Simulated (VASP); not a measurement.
Li12Cd4H (a cell with a defect): single point with LDA

System: Li12Cd4H (a cell with a defect).

```xyz
17
Lattice="6.6124 0.0000 0.0000 0.0000 6.6124 0.0000 0.0000 0.0000 6.6124" Properties=species:S:1:pos:R:3 pbc="T T T"
Li    1.6503    1.6676    1.6561
Li    4.9869    4.9553    4.9754
Li    3.3517    3.3013    3.3196
Li    4.9435    5.0507    1.6615
Li    1.6942    1.6762    4.9666
Li    0.0921   -0.0057    3.3604
Li    4.9874    1.6466    4.9750
Li    1.6501    4.9338    1.6555
Li   -0.0480    3.3022    0.0409
Li    1.6955    4.9264    4.9666
Li    4.9451    1.5528    1.6612
Li    3.3454   -0.0055   -0.0061
Cd    0.0799   -0.0057   -0.0332
Cd    3.3495    3.3005    0.0172
Cd    3.2605   -0.0056    3.4167
Cd   -0.0385    3.3018    3.2849
H     4.0668   -0.0044    1.6542
```

* Program: VASP 6.6.1
* Task: single point
* Functional: LDA
* Potentials or basis: VASP PAW LDA potentials, release 64 (Li_sv, Cd, H)
* Cutoff: 520 eV
* k mesh: 3 × 3 × 3
* Occupations: gaussian, width 0.15 eV
* Spin: no spin polarisation
* Dipole correction: no
* Further INCAR settings: LREAL = Auto; ALGO = Normal; EDIFF = 1e-07; NBANDS = 56

```yaml
Largest_force: 0.034 eV/Å
Band_gap_on_the_k_mesh: zero (an odd number of electrons rules out a gap without spin polarisation)
```

Forces on the atoms (eV/Å):
```
Li   0.002  0.002  0.000
Li   0.004  0.001 -0.001
Li   0.004  0.000 -0.001
Li   0.005  0.003  0.001
Li  -0.002  0.002  0.000
Li   0.005  0.000  0.004
Li   0.003 -0.002  0.000
Li   0.003  0.001  0.002
Li   0.000 -0.001  0.004
Li  -0.001 -0.003  0.000
Li   0.001 -0.005  0.000
Li  -0.007  0.002 -0.010
Cd   0.002  0.000  0.000
Cd   0.004  0.001  0.001
Cd  -0.012  0.001  0.032
Cd  -0.002 -0.001 -0.003
H   -0.009  0.000 -0.030
```

Levels at points of the mesh, in eV from the Fermi level:
```
           k point  band 41  band 42  band 43  band 44  band 45  band 46
(0.00, 0.00, 0.00)    -0.36    -0.34    -0.34    -0.32    -0.31     1.54
```

It took 3 min on 1 thread of AMD EPYC 9R45 96-Core Processor (Zen 5), on a shared host, peak memory 0.33 GiB.
